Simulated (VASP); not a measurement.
# SnTe (Fm-3m) in VASP: a series of runs

SnTe is run at these levels: PBE+D4, LDA; tasks: single point.

All numbers are computed with VASP 6.6.1; they aren't measurements. Logs are shortened: lines on timing, memory, paths and dates and some standing lists are left out, and cuts for length are marked.

## 1. The cell of the first run

The structure is cubic, space group Fm-3m (No. 225). The conventional cell has a = 6.219 Å, b = 6.219 Å, c = 6.219 Å, α = 90.00°, β = 90.00°, γ = 90.00°. Within 4.1 Å of Sn (site symmetry m-3m) lie 6 Te at 3.11 Å. Within 4.1 Å of Te (site symmetry m-3m) lie 6 Sn at 3.11 Å.

## 2. Single point, PBE+D4 (volume scaled by 0.96)

INCAR

```
PREC     = Accurate       # precision mode
ENCUT    = 520            # plane-wave cutoff, eV
EDIFF    = 1E-6           # SCF threshold, eV
ISMEAR   = 0              # smearing method
SIGMA    = 0.05           # smearing width, eV
LREAL    = False          # projectors in reciprocal space
LASPH    = True           # aspherical terms in the spheres
NELM     = 100            # most SCF steps
ALGO     = Normal         # electronic algorithm
ISIF     = 2              # what is computed and relaxed
LWAVE    = False          # write WAVECAR
LCHARG   = False          # write CHGCAR
GGA      = PE             # functional
IVDW     = 13             # dispersion correction
NBANDS   = 17             # bands
```

KPOINTS

```
Automatic mesh
0
Gamma
  6 6 6
```

POSCAR

```
SnTe
1.0
    0.0000000000      3.1096832411      3.1096832411
    3.1096832411      0.0000000000      3.1096832411
    3.1096832411      3.1096832411      0.0000000000
Sn Te
1 1
Direct
    0.5000000000      0.5000000000      0.5000000000
    0.0000000000      0.0000000000      0.0000000000
```

Potentials or basis: VASP PAW PBE potentials, release 64 (Sn_d, Te).

Launch:

```console
> cat potpaw_PBE.64/Sn_d/POTCAR potpaw_PBE.64/Te/POTCAR > POTCAR
> mpirun -np 1 vasp_std > vasp.out
```

OUTCAR:

```text
PREC = Accurate
   ENCUT = 520
   EDIFF = 1E-6
   ISMEAR = 0
   LREAL = False
   LASPH = True
   NELM = 100
   ISIF = 2
   GGA = PE
   IVDW = 13

 ion  position               nearest neighbor table
   1  0.500  0.500  0.500-   2 3.11   2 3.11   2 3.11   2 3.11   2 3.11   2 3.11
   2  0.000  0.000  0.000-   1 3.11   1 3.11   1 3.11   1 3.11   1 3.11   1 3.11

  LATTYP: Found a face centered cubic cell.
 ALAT       =     6.2193664822

  Lattice vectors:

 A1 = (   0.0000000000,   3.1096832411,   3.1096832411)
 A2 = (   3.1096832411,   0.0000000000,   3.1096832411)
 A3 = (   3.1096832411,   3.1096832411,   0.0000000000)

Analysis of symmetry for initial positions (statically):
=====================================================================
 Subroutine PRICEL returns:
 Original cell was already a primitive cell.

 Routine SETGRP: Setting up the symmetry group for a
 face centered cubic supercell.

 Subroutine GETGRP returns: Found 48 space group operations
 (whereof 48 operations were pure point group operations)
 out of a pool of 48 trial point group operations.

The static configuration has the point symmetry O_h .

Analysis of symmetry for dynamics (positions and initial velocities):
=====================================================================
 Subroutine PRICEL returns:
 Original cell was already a primitive cell.

 Routine SETGRP: Setting up the symmetry group for a
 face centered cubic supercell.

 Subroutine GETGRP returns: Found 48 space group operations
 (whereof 48 operations were pure point group operations)
 out of a pool of 48 trial point group operations.

The dynamic configuration has the point symmetry O_h .

 Subroutine INISYM returns: Found 48 space group operations
 (whereof 48 operations are pure point group operations),
 and found     1 'primitive' translations

----------------------------------------------------------------------------------------

                                     Primitive cell

  volume of cell :      60.1421

  direct lattice vectors                    reciprocal lattice vectors
     0.000000000  3.109683241  3.109683241    -0.160788081  0.160788081  0.160788081
     3.109683241  0.000000000  3.109683241     0.160788081 -0.160788081  0.160788081
     3.109683241  3.109683241  0.000000000     0.160788081  0.160788081 -0.160788081

  length of vectors
     4.397756214  4.397756214  4.397756214     0.278493125  0.278493125  0.278493125

  position of ions in fractional coordinates (direct lattice)
     0.500000000  0.500000000  0.500000000
     0.000000000  0.000000000  0.000000000

  ion indices of the primitive-cell ions
   primitive index   ion index
                 1           1
                 2           2

----------------------------------------------------------------------------------------

 KPOINTS: Automatic mesh

Automatic generation of k-mesh.
 Grid dimensions read from file:
 generate k-points for:    6    6    6

 Generating k-lattice:

  Cartesian coordinates                     Fractional coordinates (reciprocal lattice)
    -0.026798013  0.026798013  0.026798013     0.166666667  0.000000000  0.000000000
     0.026798013 -0.026798013  0.026798013     0.000000000  0.166666667  0.000000000
     0.026798013  0.026798013 -0.026798013     0.000000000  0.000000000  0.166666667

  Length of vectors
     0.046415521  0.046415521  0.046415521

  Shift w.r.t. Gamma in fractional coordinates (k-lattice)
     0.000000000  0.000000000  0.000000000

 Subroutine IBZKPT returns following result:
 ===========================================

 Found     16 irreducible k-points:

 Following reciprocal coordinates:
            Coordinates               Weight
  0.000000  0.000000  0.000000      1.000000
  0.166667  0.000000  0.000000      8.000000
  0.333333  0.000000  0.000000      8.000000
  0.500000  0.000000  0.000000      4.000000
  0.166667  0.166667  0.000000      6.000000
  0.333333  0.166667  0.000000     24.000000
[... 8 lines left out ...]
 -0.333333  0.333333  0.166667     24.000000
 -0.333333  0.500000  0.166667     12.000000
   k-points           NKPTS =     16   k-points in BZ     NKDIM =     16   number of bands    NBANDS=     17
   number of dos      NEDOS =    301   number of ions     NIONS =      2
   total plane-waves  NPLWV =  46656
   dimension x,y,z NGX =    36 NGY =   36 NGZ =   36
   dimension x,y,z NGXF=    72 NGYF=   72 NGZF=   72
   ions per type =               1   1
   NGX,Y,Z   is equivalent  to a cutoff of  13.61, 13.61, 13.61 a.u.
   NGXF,Y,Z  is equivalent  to a cutoff of  27.22, 27.22, 27.22 a.u.
 SYSTEM =  unknown system
   PREC   = accura    normal or accurate (medium, high low for compatibility)
   ISTART =      0    job   : 0-new  1-cont  2-samecut
   ICHARG =      2    charge: 1-file 2-atom 10-const
   ISPIN  =      1    spin polarized calculation?
   LNONCOLLINEAR =      F non collinear calculations
   LSORBIT =      F    spin-orbit coupling
   LASPH  =      T    aspherical Exc in radial PAW
   ENCUT  =  520.0 eV  38.22 Ry    6.18 a.u.   8.18  8.18  8.18*2*pi/ulx,y,z
   NELM   =    100;   NELMIN=  2; NELMDL= -5     # of ELM steps
   EDIFF  = 0.1E-05   stopping-criterion for ELM
   LREAL  =      F    real-space projection
   EDIFFG = 0.1E-04   stopping-criterion for IOM
   NSW    =      0    number of steps for IOM
   IBRION =     -1    ionic relax: 0-MD 1-quasi-New 2-CG
   NFREE  =      0    steps in history (QN), initial steepest desc. (CG)
   ISIF   =      2    stress and relaxation
   ISYM   =      2    0-nonsym 1-usesym 2-fastsym
   POTIM  = 0.5000    time-step for ionic-motion
   TEBEG  =    0.0;   TEEND  =   0.0 temperature during run
   PSTRESS=    0.0 pullay stress
   NELECT =      20.0000    total number of electrons
   NUPDOWN=      -1.0000    fix difference up-down
   EMIN   =  10.00;   EMAX   =-10.00  energy-range for DOS
   EFERMI =   0.00;   METHOD = LEGACY
   ISMEAR =     0;   SIGMA  =   0.05  broadening in eV -4-tet -1-fermi 0-gaus
   EFERMI_NEDOS =   21; number of points for ismear=-14 and -15
   IALGO  =     38    algorithm
   IMIX   =      4    mixing-type and parameters
     AMIX     =   0.40;   BMIX     =  1.00
     AMIX_MAG =   1.60;   BMIX_MAG =  1.00
  volume/ion in A,a.u.               =      30.07       202.93
  Fermi-wavevector in a.u.,A,eV,Ry     =   1.134206  2.143339 17.502857  1.286424
  Thomas-Fermi vector in A             =   2.270910
   LORBIT       =      0    0 simple, 1 ext, 2 COOP (PROOUT), +10 PAW based schemes
   GGA     = PE    functional components
   LHFCALC =     F    Hartree Fock is set to
   AEXX    =    0.0000 exact exchange contribution
   IVDW    =    13    specifies the selected vdW correction
   LEPSILON=     F    determine dielectric tensor
   LRPA    =     F    only Hartree local field effects (RPA)
 non-spin polarized calculation
 Gauss-broadening in eV      SIGMA  =   0.05
  energy-cutoff  :      520.00
  volume of cell :       60.14
 maximum number of plane-waves:      1639
 NGX is ok and might be reduce to    36
   NGX = 17   NGY = 17   NGZ = 17

 number of electron      19.9999997 magnetization

 Free energy of the ion-electron system (eV)
  ---------------------------------------------------
  ext. energy  EPLUGINS =         0.00000000
  ---------------------------------------------------
  free energy    TOTEN  =        -7.49252057 eV

  energy without entropy =       -7.49251194  energy(sigma->0) =       -7.49251626

 E-fermi :   7.5518     XC(G=0):  -9.6781

 val. band max:        7.4423124324   @ k =   0.5000   0.0000   0.0000
 cond. band min:       7.6613159183   @ k =   0.5000   0.0000   0.0000
 fundamental gap:      0.2190034860
 Fermi energy:         7.5518141473

 k-point     1 :       0.0000    0.0000    0.0000
  band No.  band energies     occupation
      1     -14.4822      2.00000
      2     -14.4822      2.00000
      3     -14.4735      2.00000
      4     -14.4735      2.00000
      5     -14.4735      2.00000
      6      -5.6460      2.00000
[... 9 lines left out ...]
     16      12.1350      0.00000
     17      14.1644      0.00000

 k-point     2 :       0.1667    0.0000    0.0000
  band No.  band energies     occupation
      1     -14.4835      2.00000
      2     -14.4835      2.00000
      3     -14.4730      2.00000
      4     -14.4716      2.00000
      5     -14.4716      2.00000
      6      -5.4000      2.00000
[... 9 lines left out ...]
     16      12.7130      0.00000
     17      15.9825      0.00000

 k-point     3 :       0.3333    0.0000    0.0000
  band No.  band energies     occupation
      1     -14.4868      2.00000
      2     -14.4868      2.00000
      3     -14.4722      2.00000
      4     -14.4675      2.00000
      5     -14.4675      2.00000
      6      -4.7527      2.00000
[... 9 lines left out ...]
     16      14.2788      0.00000
     17      18.4169      0.00000

 k-point     4 :       0.5000    0.0000    0.0000
  band No.  band energies     occupation
      1     -14.4885      2.00000
      2     -14.4885      2.00000
      3     -14.4717      2.00000
      4     -14.4653      2.00000
      5     -14.4653      2.00000
      6      -4.2590      2.00000
[... 9 lines left out ...]
     16      16.3381      0.00000
     17      16.3721      0.00000

 k-point     5 :       0.1667    0.1667    0.0000
  band No.  band energies     occupation
      1     -14.4869      2.00000
      2     -14.4807      2.00000
      3     -14.4746      2.00000
      4     -14.4704      2.00000
      5     -14.4704      2.00000
      6      -5.3190      2.00000
[... 9 lines left out ...]
     16      13.6275      0.00000
     17      14.6588      0.00000

 k-point     6 :       0.3333    0.1667    0.0000
  band No.  band energies     occupation
      1     -14.4910      2.00000
      2     -14.4819      2.00000
      3     -14.4741      2.00000
      4     -14.4676      2.00000
      5     -14.4665      2.00000
      6      -4.8047      2.00000
[... 9 lines left out ...]
     16      15.1542      0.00000
     17      16.6306      0.00000

 k-point     7 :       0.5000    0.1667    0.0000
  band No.  band energies     occupation
      1     -14.4919      2.00000
      2     -14.4853      2.00000
      3     -14.4714      2.00000
      4     -14.4664      2.00000
      5     -14.4644      2.00000
      6      -4.1937      2.00000
[... 9 lines left out ...]
     16      16.4264      0.00000
     17      17.0199      0.00000

 k-point     8 :      -0.3333    0.1667    0.0000
  band No.  band energies     occupation
      1     -14.4888      2.00000
      2     -14.4872      2.00000
      3     -14.4706      2.00000
      4     -14.4667      2.00000
      5     -14.4664      2.00000
      6      -4.3598      2.00000
[... 9 lines left out ...]
     16      15.6620      0.00000
     17      17.4376      0.00000
[... 43 lines left out ...]
      1     -14.4997      2.00000
      2     -14.4793      2.00000
      3     -14.4757      2.00000
      4     -14.4629      2.00000
      5     -14.4621      2.00000
      6      -4.0252      2.00000
[... 9 lines left out ...]
     16      17.0290      0.00000
     17      17.6890      0.00000

 k-point    12 :      -0.3333    0.3333    0.0000
  band No.  band energies     occupation
      1     -14.4951      2.00000
      2     -14.4835      2.00000
      3     -14.4710      2.00000
      4     -14.4660      2.00000
      5     -14.4637      2.00000
      6      -3.9422      2.00000
[... 9 lines left out ...]
     16      15.0833      0.00000
     17      17.5505      0.00000

 k-point    13 :       0.5000    0.5000    0.0000
  band No.  band energies     occupation
      1     -14.5038      2.00000
      2     -14.4781      2.00000
      3     -14.4765      2.00000
      4     -14.4606      2.00000
      5     -14.4606      2.00000
      6      -3.9179      2.00000
[... 9 lines left out ...]
     16      18.1541      0.00000
     17      18.6686      0.00000

 k-point    14 :       0.5000    0.3333    0.1667
  band No.  band energies     occupation
      1     -14.4943      2.00000
      2     -14.4825      2.00000
      3     -14.4732      2.00000
      4     -14.4659      2.00000
      5     -14.4641      2.00000
      6      -4.2852      2.00000
[... 9 lines left out ...]
     16      15.8543      0.00000
     17      16.5950      0.00000

 k-point    15 :      -0.3333    0.3333    0.1667
  band No.  band energies     occupation
      1     -14.4948      2.00000
      2     -14.4838      2.00000
      3     -14.4697      2.00000
      4     -14.4686      2.00000
      5     -14.4623      2.00000
      6      -3.9416      2.00000
[... 9 lines left out ...]
     16      17.3976      0.00000
     17      17.5126      0.00000

 k-point    16 :      -0.3333    0.5000    0.1667
  band No.  band energies     occupation
      1     -14.4992      2.00000
      2     -14.4806      2.00000
      3     -14.4739      2.00000
      4     -14.4651      2.00000
      5     -14.4606      2.00000
      6      -3.8455      2.00000
[... 9 lines left out ...]
     16      17.7257      0.00000
     17      18.7750      0.00000

------------------------ aborting loop because EDIFF is reached ----------------------------------------

  DFT-D4 for vdW energy calculation

  Edisp (eV):   -0.91510

  FORCE on cell =-STRESS in cart. coord.  units (eV):
  Direction    XX          YY          ZZ          XY          YZ          ZX
  --------------------------------------------------------------------------------------
  -------------------------------------------------------------------------------------
  Total       0.77670     0.77670     0.77670     0.00000     0.00000     0.00000
  in kB      20.69114    20.69114    20.69114     0.00000     0.00000     0.00000
  external pressure =       20.69 kB  Pullay stress =        0.00 kB

 VOLUME and BASIS-vectors are now :
 -----------------------------------------------------------------------------
  energy-cutoff  :      520.00
  volume of cell :       60.14
      direct lattice vectors                 reciprocal lattice vectors
     0.000000000  3.109683241  3.109683241    -0.160788081  0.160788081  0.160788081
     3.109683241  0.000000000  3.109683241     0.160788081 -0.160788081  0.160788081
     3.109683241  3.109683241  0.000000000     0.160788081  0.160788081 -0.160788081

 POSITION                                       TOTAL-FORCE (eV/Angst)
 -----------------------------------------------------------------------------------
      3.10968      3.10968      3.10968         0.000000      0.000000      0.000000
      0.00000      0.00000      0.00000        -0.000000      0.000000     -0.000000
 -----------------------------------------------------------------------------------
    total drift:                                0.000000      0.000000      0.000000

  FREE ENERGIE OF THE ION-ELECTRON SYSTEM (eV)
  ---------------------------------------------------
  free  energy   TOTEN  =        -8.4076196043 eV

  energy  without entropy=       -8.4076109736  energy(sigma->0) =       -8.40761529
```

It took 22 s on 1 thread of AMD EPYC 9R45 (Zen 5), shared host; peak memory 0.17 GiB.

What came out:

| Quantity | Value |
| --- | --- |
| Free energy | -8.4076 eV |
| Pressure | 2.1 GPa |
| Band gap on the k mesh | 0.22 eV, direct |
| Dispersion energy per atom | -0.458 eV |

Caveat: spin-orbit coupling is left out, which moves the levels of the heavy elements. A k mesh can miss the band edges.

(Part 1 of 2 ends here.)
